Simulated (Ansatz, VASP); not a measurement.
# CaSe in VASP and in Ansatz

```xyz
2
Lattice="0.0000 2.9804 2.9804 2.9804 0.0000 2.9804 2.9804 2.9804 0.0000" Properties=species:S:1:pos:R:3 pbc="T T T"
Ca    0.0000    0.0000    0.0000
Se    2.9804    2.9804    2.9804
```

Change from the starting cell: volume scaled by 1.025, PAW files.

Alike in both runs: task electric field gradients; functional PBE; k mesh 7 × 7 × 7; occupations fermi-dirac, width 0.02 eV; no spin polarisation.

|  | VASP | Ansatz |
| --- | --- | --- |
| version | VASP 6.6.1 | Ansatz 0.2.0 |
| potentials or method | VASP PAW PBE potentials, release 64 (Ca_sv, Se) | PAW with Ansatz's default frozen-core files, scalar-relativistic |
| plane-wave cutoff (eV) | 520 | 420 |
| valence electrons in the cell | 16 | 26 |

|  | VASP | Ansatz | Ansatz less VASP |
| --- | --- | --- | --- |
| gap on the k mesh at the Fermi level (eV) | 2.14 | 2.15 | +0.009 |
| pressure (GPa) | 0.1 | -0.1 | -0.16 |

VASP's potentials hold 16 valence electrons a cell and Ansatz's 26, so a difference there can come from the potentials and not from the codes.
